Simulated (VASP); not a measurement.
Here is a VASP 6.6.1 calculation.

Contents of INCAR:

```
ALGO = Normal
EDIFF = 1E-7
ENCUT = 520
GGA = PE
ISIF = 2
ISMEAR = -1
LASPH = T
LCHARG = F
LREAL = F
LWAVE = F
NBANDS = 28
NELM = 100
PREC = Accurate
SIGMA = 0.05
```

Contents of KPOINTS:

```
k-points
0
Gamma
  5 5 5
```

The input POSCAR:

```
NaLa3
1.0
    5.3254566032      0.0000000000      0.0000000000
    0.0000000000      5.3254566032      0.0000000000
    0.0000000000      0.0000000000      5.3254566032
La Na
3 1
Direct
    0.5000000000      0.5000000000      0.0000000000
    0.0000000000      0.5000000000      0.5000000000
    0.5000000000      0.0000000000      0.5000000000
    0.0000000000      0.0000000000      0.0000000000
```

Potentials or basis: VASP PAW PBE potentials, release 64 (La, Na_pv).

Command:

```sh
$ cat potpaw_PBE.64/La/POTCAR potpaw_PBE.64/Na_pv/POTCAR > POTCAR
$ mpirun -np 1 vasp_std > vasp.out
```

Task: Estimate the pressure.

Result: -0.6 GPa.

Task: Estimate the band gap on the k mesh.

Result: Zero (bands 20 and 21 overlap by 1.29 eV).

Caveat: spin-orbit coupling is left out, which moves the levels of the heavy elements.
